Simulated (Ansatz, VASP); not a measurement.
One calculation of CdB15N15, two programs

```
CELL_PARAMETERS angstrom
-3.62411 3.62411 -3.62411
3.62411 3.62411 3.62411
3.62411 -3.62411 -3.62411
ATOMIC_POSITIONS crystal
B 0.99960 0.99936 0.97570
B 0.00683 0.25520 0.76002
B 0.00683 0.50799 0.50723
B 0.99960 0.72368 0.25139
B 0.25544 0.00659 0.76002
B 0.25544 0.50799 0.25862
B 0.25033 0.75068 0.00272
B 0.50823 0.00659 0.50723
B 0.50823 0.25520 0.25862
B 0.49923 0.49898 0.00405
B 0.49923 0.75202 0.75101
B 0.72393 0.99936 0.25139
B 0.75092 0.25009 0.00271
B 0.75227 0.49898 0.75102
B 0.75092 0.75068 0.50212
Cd 0.13455 0.13429 0.38632
N 0.99945 0.25314 0.00477
N 0.00751 0.50477 0.75680
N 0.99945 0.75274 0.50517
N 0.25339 0.99921 0.00477
N 0.25240 0.25216 0.78232
N 0.25240 0.53029 0.50419
N 0.25339 0.75274 0.25124
N 0.50501 0.00727 0.75680
N 0.53054 0.25216 0.50419
N 0.50501 0.50476 0.25930
N 0.50222 0.75166 0.00370
N 0.75298 0.99920 0.50517
N 0.75299 0.25314 0.25123
N 0.75191 0.50197 0.00369
N 0.75190 0.75166 0.75400
```

Alike in both runs: task single point; functional PBE; k mesh 1 × 1 × 1; occupations fermi-dirac, width 0.01 eV; no spin polarisation.

|  | VASP | Ansatz |
| --- | --- | --- |
| version | VASP 6.6.1 | Ansatz 0.2.0 |
| potentials or method | VASP PAW PBE potentials, release 64 (B, Cd, N), cutoff 520 eV | plane-wave PAW DFT |
| valence electrons in the cell | 132 | 140 |

```tsv
	VASP	Ansatz	Ansatz less VASP
gap on the k mesh at the Fermi level (eV)	4.59	4.62	+0.034
rms of the force components (eV/Å)	0.216	0.218	+0.0014
```

VASP's potentials hold 132 valence electrons a cell and Ansatz's 140, so a difference there can come from the potentials and not from the codes. Ansatz's warnings: near symmetry operation missed by atoms, structure snapped to symmetry.
